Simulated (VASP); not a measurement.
# NaI (Fm-3m) in VASP: a series of runs

The runs below take NaI through single point, with PBE.

Everything below comes from runs of VASP 6.6.1. Logs are shortened: lines on timing, memory, paths and dates and some standing lists are left out, and cuts for length are marked.

## Step 1: The cell of the first run

Symmetry: Fm-3m, No. 225, cubic system. The conventional cell has a = 6.249 Å, b = 6.249 Å, c = 6.249 Å, α = 90.00°, β = 90.00°, γ = 90.00°. Within 4.1 Å of Na (site symmetry m-3m) lie 6 I at 3.12 Å. I (site symmetry m-3m) has 6 Na at 3.12 Å within 4.1 Å.

## Step 2: Single point, PBE

Input file INCAR:

```
  PREC = Accurate
  ENCUT = 500
  EDIFF = 1E-6
  ISMEAR = 0
  SIGMA = 0.01
  LREAL = F
  LASPH = T
  NELM = 120
  ALGO = Normal
  ISIF = 2
  LWAVE = F
  LCHARG = F
  GGA = PE
  NBANDS = 14
  GGA_COMPAT = F
```

Input file KPOINTS:

```
Automatic mesh
0
Gamma
  5 5 5
```

Input file POSCAR:

```
NaI
1.0
    0.0000000000      3.1247098443      3.1247098443
    3.1247098443      0.0000000000      3.1247098443
    3.1247098443      3.1247098443      0.0000000000
Na I
1 1
Direct
    0.0000000000      0.0000000000      0.0000000000
    0.5000000000      0.5000000000      0.5000000000
```

Potentials or basis: VASP PAW PBE potentials, release 64 (Na_pv, I).

Started as:

```
$ cat potpaw_PBE.64/Na_pv/POTCAR potpaw_PBE.64/I/POTCAR > POTCAR
$ mpirun -np 1 vasp_std > vasp.out
```

OUTCAR:

```text
PREC = Accurate
   ENCUT = 500
   EDIFF = 1E-6
   ISMEAR = 0
   LREAL = F
   LASPH = T
   NELM = 120
   ISIF = 2
   GGA = PE

 ion  position               nearest neighbor table
   1  0.000  0.000  0.000-   2 3.12   2 3.12   2 3.12   2 3.12   2 3.12   2 3.12
   2  0.500  0.500  0.500-   1 3.12   1 3.12   1 3.12   1 3.12   1 3.12   1 3.12

  LATTYP: Found a face centered cubic cell.
 ALAT       =     6.2494196886

  Lattice vectors:

 A1 = (   0.0000000000,   3.1247098443,   3.1247098443)
 A2 = (   3.1247098443,   0.0000000000,   3.1247098443)
 A3 = (   3.1247098443,   3.1247098443,   0.0000000000)

Analysis of symmetry for initial positions (statically):
=====================================================================
 Subroutine PRICEL returns:
 Original cell was already a primitive cell.

 Routine SETGRP: Setting up the symmetry group for a
 face centered cubic supercell.

 Subroutine GETGRP returns: Found 48 space group operations
 (whereof 48 operations were pure point group operations)
 out of a pool of 48 trial point group operations.

The static configuration has the point symmetry O_h .

Analysis of symmetry for dynamics (positions and initial velocities):
=====================================================================
 Subroutine PRICEL returns:
 Original cell was already a primitive cell.

 Routine SETGRP: Setting up the symmetry group for a
 face centered cubic supercell.

 Subroutine GETGRP returns: Found 48 space group operations
 (whereof 48 operations were pure point group operations)
 out of a pool of 48 trial point group operations.

The dynamic configuration has the point symmetry O_h .

 Subroutine INISYM returns: Found 48 space group operations
 (whereof 48 operations are pure point group operations),
 and found     1 'primitive' translations

----------------------------------------------------------------------------------------

                                     Primitive cell

  volume of cell :      61.0182

  direct lattice vectors                    reciprocal lattice vectors
     0.000000000  3.124709844  3.124709844    -0.160014857  0.160014857  0.160014857
     3.124709844  0.000000000  3.124709844     0.160014857 -0.160014857  0.160014857
     3.124709844  3.124709844  0.000000000     0.160014857  0.160014857 -0.160014857

  length of vectors
     4.419007040  4.419007040  4.419007040     0.277153863  0.277153863  0.277153863

  position of ions in fractional coordinates (direct lattice)
     0.000000000  0.000000000  0.000000000
     0.500000000  0.500000000  0.500000000

  ion indices of the primitive-cell ions
   primitive index   ion index
                 1           1
                 2           2

----------------------------------------------------------------------------------------

 KPOINTS: Automatic mesh

Automatic generation of k-mesh.
 Grid dimensions read from file:
 generate k-points for:    5    5    5

 Generating k-lattice:

  Cartesian coordinates                     Fractional coordinates (reciprocal lattice)
    -0.032002971  0.032002971  0.032002971     0.200000000  0.000000000  0.000000000
     0.032002971 -0.032002971  0.032002971     0.000000000  0.200000000  0.000000000
     0.032002971  0.032002971 -0.032002971     0.000000000  0.000000000  0.200000000

  Length of vectors
     0.055430773  0.055430773  0.055430773

  Shift w.r.t. Gamma in fractional coordinates (k-lattice)
     0.000000000  0.000000000  0.000000000

 Subroutine IBZKPT returns following result:
 ===========================================

 Found     10 irreducible k-points:

 Following reciprocal coordinates:
            Coordinates               Weight
  0.000000  0.000000  0.000000      1.000000
  0.200000  0.000000  0.000000      8.000000
  0.400000  0.000000  0.000000      8.000000
  0.200000  0.200000  0.000000      6.000000
  0.400000  0.200000  0.000000     24.000000
 -0.400000  0.200000  0.000000     24.000000
 -0.200000  0.200000  0.000000     12.000000
  0.400000  0.400000  0.000000      6.000000
 -0.400000  0.400000  0.000000     12.000000
 -0.400000  0.400000  0.200000     24.000000
   k-points           NKPTS =     10   k-points in BZ     NKDIM =     10   number of bands    NBANDS=     14
   number of dos      NEDOS =    301   number of ions     NIONS =      2
   total plane-waves  NPLWV =  32768
   dimension x,y,z NGX =    32 NGY =   32 NGZ =   32
   dimension x,y,z NGXF=    64 NGYF=   64 NGZF=   64
   ions per type =               1   1
   NGX,Y,Z   is equivalent  to a cutoff of  12.04, 12.04, 12.04 a.u.
   NGXF,Y,Z  is equivalent  to a cutoff of  24.08, 24.08, 24.08 a.u.
 SYSTEM =  unknown system
   PREC   = accura    normal or accurate (medium, high low for compatibility)
   ISTART =      0    job   : 0-new  1-cont  2-samecut
   ICHARG =      2    charge: 1-file 2-atom 10-const
   ISPIN  =      1    spin polarized calculation?
   LNONCOLLINEAR =      F non collinear calculations
   LSORBIT =      F    spin-orbit coupling
   LASPH  =      T    aspherical Exc in radial PAW
   ENCUT  =  500.0 eV  36.75 Ry    6.06 a.u.   8.06  8.06  8.06*2*pi/ulx,y,z
   NELM   =    120;   NELMIN=  2; NELMDL= -5     # of ELM steps
   EDIFF  = 0.1E-05   stopping-criterion for ELM
   LREAL  =      F    real-space projection
   EDIFFG = 0.1E-04   stopping-criterion for IOM
   NSW    =      0    number of steps for IOM
   IBRION =     -1    ionic relax: 0-MD 1-quasi-New 2-CG
   NFREE  =      0    steps in history (QN), initial steepest desc. (CG)
   ISIF   =      2    stress and relaxation
   ISYM   =      2    0-nonsym 1-usesym 2-fastsym
   POTIM  = 0.5000    time-step for ionic-motion
   TEBEG  =    0.0;   TEEND  =   0.0 temperature during run
   PSTRESS=    0.0 pullay stress
   NELECT =      14.0000    total number of electrons
   NUPDOWN=      -1.0000    fix difference up-down
   EMIN   =  10.00;   EMAX   =-10.00  energy-range for DOS
   EFERMI =   0.00;   METHOD = LEGACY
   ISMEAR =     0;   SIGMA  =   0.01  broadening in eV -4-tet -1-fermi 0-gaus
   EFERMI_NEDOS =   21; number of points for ismear=-14 and -15
   IALGO  =     38    algorithm
   IMIX   =      4    mixing-type and parameters
     AMIX     =   0.40;   BMIX     =  1.00
     AMIX_MAG =   1.60;   BMIX_MAG =  1.00
  volume/ion in A,a.u.               =      30.51       205.89
  Fermi-wavevector in a.u.,A,eV,Ry     =   1.002223  1.893927 13.666392  1.004451
  Thomas-Fermi vector in A             =   2.134696
   LORBIT       =      0    0 simple, 1 ext, 2 COOP (PROOUT), +10 PAW based schemes
   GGA     = PE    functional components
   LHFCALC =     F    Hartree Fock is set to
   AEXX    =    0.0000 exact exchange contribution
   IVDW    =     0    specifies the selected vdW correction
   LEPSILON=     F    determine dielectric tensor
   LRPA    =     F    only Hartree local field effects (RPA)
 non-spin polarized calculation
 Gauss-broadening in eV      SIGMA  =   0.01
  energy-cutoff  :      500.00
  volume of cell :       61.02
 maximum number of plane-waves:      1562
   NGX = 17   NGY = 17   NGZ = 17

 number of electron      14.0000003 magnetization

 Free energy of the ion-electron system (eV)
  ---------------------------------------------------
  ext. energy  EPLUGINS =         0.00000000
  ---------------------------------------------------
  free energy    TOTEN  =        -5.32097258 eV

  energy without entropy =       -5.32097258  energy(sigma->0) =       -5.32097258

 E-fermi :   1.6642     XC(G=0):  -8.1369

 val. band max:        1.5934695680   @ k =   0.0000   0.0000   0.0000
 cond. band min:       5.5419693650   @ k =   0.0000   0.0000   0.0000
 fundamental gap:      3.9484997970
 Fermi energy:         1.6641587647

 k-point     1 :       0.0000    0.0000    0.0000
  band No.  band energies     occupation
      1     -20.7531      2.00000
      2     -20.7531      2.00000
      3     -20.7531      2.00000
      4      -9.7257      2.00000
      5       1.5935      2.00000
      6       1.5935      2.00000
      7       1.5935      2.00000
      8       5.5420      0.00000
      9       9.5073      0.00000
     10       9.5073      0.00000
     11       9.5073      0.00000
     12      11.5081      0.00000
     13      11.5081      0.00000
     14      12.0787      0.00000

 k-point     2 :       0.2000    0.0000    0.0000
  band No.  band energies     occupation
      1     -20.7563      2.00000
      2     -20.7533      2.00000
      3     -20.7533      2.00000
      4      -9.5869      2.00000
      5       0.4574      2.00000
      6       1.4629      2.00000
      7       1.4629      2.00000
      8       6.5968      0.00000
      9       9.1067      0.00000
     10       9.7399      0.00000
     11       9.7399      0.00000
     12      11.0413      0.00000
     13      11.0413      0.00000
     14      12.6082      0.00000

 k-point     3 :       0.4000    0.0000    0.0000
  band No.  band energies     occupation
      1     -20.7615      2.00000
      2     -20.7536      2.00000
      3     -20.7536      2.00000
      4      -9.3405      2.00000
      5      -0.8051      2.00000
      6       1.2708      2.00000
      7       1.2708      2.00000
      8       6.7508      0.00000
      9       9.2146      0.00000
     10       9.2146      0.00000
     11      10.7845      0.00000
     12      11.9408      0.00000
     13      12.9306      0.00000
     14      12.9306      0.00000
[... 86 lines left out ...]
 k-point     9 :      -0.4000    0.4000    0.0000
  band No.  band energies     occupation
      1     -20.7591      2.00000
      2     -20.7574      2.00000
      3     -20.7554      2.00000
      4      -9.1902      2.00000
      5      -0.4803      2.00000
      6       0.1688      2.00000
      7       0.8052      2.00000
      8       6.6668      0.00000
      9       7.9025      0.00000
     10      11.0701      0.00000
     11      11.5149      0.00000
     12      12.4125      0.00000
     13      13.8154      0.00000
     14      16.0573      0.00000

 k-point    10 :      -0.4000    0.4000    0.2000
  band No.  band energies     occupation
      1     -20.7591      2.00000
      2     -20.7570      2.00000
      3     -20.7553      2.00000
      4      -9.2141      2.00000
      5      -0.3880      2.00000
      6       0.1980      2.00000
      7       0.7234      2.00000
      8       7.6495      0.00000
      9       8.5510      0.00000
     10       9.0248      0.00000
     11      10.9154      0.00000
     12      12.9523      0.00000
     13      13.4097      0.00000
     14      15.8829      0.00000

------------------------ aborting loop because EDIFF is reached ----------------------------------------

  FORCE on cell =-STRESS in cart. coord.  units (eV):
  Direction    XX          YY          ZZ          XY          YZ          ZX
  --------------------------------------------------------------------------------------
  -------------------------------------------------------------------------------------
  Total        1.0476226      1.0476226      1.0476226      0.0000000      0.0000000     -0.0000000
  in kB       27.5078305     27.5078305     27.5078305      0.0000000      0.0000000     -0.0000000
  external PRESSURE =      27.5078305 kB  Pullay stress =       0.0000000 kB

 VOLUME and BASIS-vectors are now :
 -----------------------------------------------------------------------------
  energy-cutoff  :      500.00
  volume of cell :       61.02
      direct lattice vectors                 reciprocal lattice vectors
     0.000000000  3.124709844  3.124709844    -0.160014857  0.160014857  0.160014857
     3.124709844  0.000000000  3.124709844     0.160014857 -0.160014857  0.160014857
     3.124709844  3.124709844  0.000000000     0.160014857  0.160014857 -0.160014857

 POSITION                                       TOTAL-FORCE (eV/Angst)
 -----------------------------------------------------------------------------------
      0.00000      0.00000      0.00000         0.000000     -0.000000     -0.000000
      3.12471      3.12471      3.12471        -0.000000      0.000000      0.000000
 -----------------------------------------------------------------------------------
    total drift:                                0.000000     -0.000000     -0.000000

  FREE ENERGIE OF THE ION-ELECTRON SYSTEM (eV)
  ---------------------------------------------------
  free  energy   TOTEN  =        -5.3209725784 eV

  energy  without entropy=       -5.3209725784  energy(sigma->0) =       -5.32097258
```

It took 5 s on 1 thread of AMD EPYC 7R13 (Zen 3), shared host; peak memory 0.14 GiB.

Results:

```yaml
Free_energy: -5.3210 eV
Pressure: 2.8 GPa
Band_gap_on_the_k_mesh: 3.95 eV, direct
```

Levels at points of the mesh, in eV from the valence-band top:
```
           k point  band 3  band 4  band 5  band 6  band 7  band 8  band 9  band 10  band 11  band 12
(0.00, 0.00, 0.00)  -22.35  -11.32    0.00    0.00    0.00    3.95    7.91     7.91     7.91     9.91
```

Caveat: spin-orbit coupling is left out, which moves the levels of the heavy elements.

(Part 1 of 2 ends here.)
